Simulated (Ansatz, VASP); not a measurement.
# Sb in VASP and in Ansatz

The input INCAR:

```
PREC = Accurate
ENCUT = 520
EDIFF = 1E-7
ISMEAR = -1
SIGMA = 0.1
LREAL = False
LASPH = True
NELM = 60
ALGO = Normal
ISIF = 2
LWAVE = False
LCHARG = False
GGA = RP
NBANDS = 12
```

KPOINTS

```
regular mesh
0
Gamma
  12 12 7
```

Contents of POSCAR:

```
Sb
1.0
    3.3923963130      0.0000000000      0.0000000000
   -1.6961981565      2.9379013867      0.0000000000
    0.0000000000      0.0000000000      5.6259761352
Sb
2
Direct
    0.3333333333      0.6666666667      0.2500000000
    0.6666666667      0.3333333333      0.7500000000
```

Input for Ansatz:

```yaml
crystal:
  lattice:
    - [3.392396313, 0.0, 0.0]
    - [-1.6961981565, 2.9379013867, 0.0]
    - [0.0, 0.0, 5.6259761352]
  atoms:
    - { symbol: Sb, position: [0.3333333333, 0.6666666667, 0.25] }
    - { symbol: Sb, position: [0.6666666667, 0.3333333333, 0.75] }
hamiltonian:
  xc: rpbe
  pseudopotentials:
    kind: paw
    azcp:
      Sb: "pseudopotentials/Sb.paw.azcp"
basis:
  ecutwfc: 420
  fft_grid_basis: typed
kpoints:
  mp_grid: { grid: [12, 12, 7], shift: [0, 0, 0] }
magnetization:
  spin_polarized: false
scf:
  occupations: { method: fermi_dirac, width: 0.1 }
  lower_state_search: "off"
output:
  stress: true
```

Alike in both runs: task single point; functional RPBE; k mesh 12 × 12 × 7; occupations fermi-dirac, width 0.1 eV; no spin polarisation.

|  | VASP | Ansatz |
| --- | --- | --- |
| version | VASP 6.6.1 | Ansatz 0.2.0 |
| potentials or method | VASP PAW PBE potentials, release 64 (Sb), cutoff 520 eV | plane waves (420 eV) with PAW, scalar-relativistic |
| valence electrons in the cell | 10 | 30 |

|  | VASP | Ansatz | Ansatz less VASP |
| --- | --- | --- | --- |
| pressure (GPa) | 0.0 | 0.2 | +0.20 |
| traceless stress, the component that is largest in VASP (GPa) | -0.06 | -0.06 | +0.001 |

VASP's potentials were made for PBE, not for RPBE. The functional is the same, so the differences come from potentials, cutoffs and numerics. VASP's potentials hold 10 valence electrons a cell and Ansatz's 30, so a difference there can come from the potentials and not from the codes.

Neither program's run includes spin-orbit coupling.
